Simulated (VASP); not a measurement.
BeS:

```
Be S
1.0
     0.00000    2.42500    2.42500
     2.42500    0.00000    2.42500
     2.42500    2.42500    0.00000
Be S
1 1
Direct
  0.00000 0.00000 0.00000
  0.75000 0.75000 0.75000
```

Base run:

- Program: VASP 6.6.1
- Functional: PBEsol
- Potentials or basis: VASP PAW PBE potentials, release 64 (Be, S)
- Cutoff: 600 eV
- k mesh: 8 × 8 × 8
- Occupations: gaussian, width 0.05 eV
- Spin: no spin polarisation

Its results: band gap on the k mesh 2.93 eV, indirect (least direct gap 5.60 eV); pressure -0.5 GPa.

The run is repeated on the same cell with these changes: functional from PBEsol to BLYP; dispersion from none to D3(BJ). What comes out?

Band gap on the k mesh 3.40 eV, indirect (least direct gap 5.79 eV); pressure -3.3 GPa.

Several settings changed at once, so the effect can't be laid on one alone.

Caveats: the PAW data sets were made with another functional, which shifts forces and pressure a little.

A k mesh can miss the band edges.
